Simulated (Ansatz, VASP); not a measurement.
One calculation of Mo, two programs

INCAR

```
PREC = Accurate
ENCUT = 520
EDIFF = 1E-6
ISMEAR = -1
SIGMA = 0.05
LREAL = False
LASPH = True
NELM = 80
ALGO = Normal
ISIF = 2
LWAVE = False
LCHARG = False
GGA = PE
NBANDS = 21
```

Contents of KPOINTS:

```
regular mesh
0
Gamma
  14 14 14
```

The input POSCAR:

```
Mo
1.0
    0.0000000000      2.1790969542      2.1790969542
    2.1790969542      0.0000000000      2.1790969542
    2.1790969542      2.1790969542      0.0000000000
Mo
2
Direct
   -0.1250000000     -0.1250000000     -0.1250000000
    0.1250000000      0.1250000000      0.1250000000
```

Input for Ansatz:

```yaml
crystal:
  lattice:
    - [0.0, 2.1790969542, 2.1790969542]
    - [2.1790969542, 0.0, 2.1790969542]
    - [2.1790969542, 2.1790969542, 0.0]
  atoms:
    - { symbol: Mo, position: [-0.125, -0.125, -0.125] }
    - { symbol: Mo, position: [0.125, 0.125, 0.125] }
kpoints:
  mp_grid: { grid: [14, 14, 14] }
scf:
  occupations: { method: fermi_dirac, width: 0.05 }
hamiltonian:
  xc: pbe
  pseudopotentials: { kind: all_electron, lapw: { basis_error: 0.001 } }
output:
  forces: true
  stress: true
  eigenvalues: true
  populations: true
```

Change from the starting cell: volume scaled by 0.45, LAPW.

Alike in both runs: task single point; functional PBE; k mesh 14 × 14 × 14; occupations fermi-dirac, width 0.05 eV; no spin polarisation.

|  | VASP | Ansatz |
| --- | --- | --- |
| version | VASP 6.6.1 | Ansatz 0.2.0 |
| potentials or method | VASP PAW PBE potentials, release 64 (Mo_sv), cutoff 520 eV | all-electron LAPW, scalar-relativistic |

```csv
,VASP,Ansatz,Ansatz less VASP
pressure (GPa),470.9,468.9,-2.02
```

Both programs put the cell under a high pressure, so it lies far from rest at this level. Ansatz ran all-electron here, and VASP with PAW potentials.

Noted on VASP's run: the cell as given lies far from equilibrium.
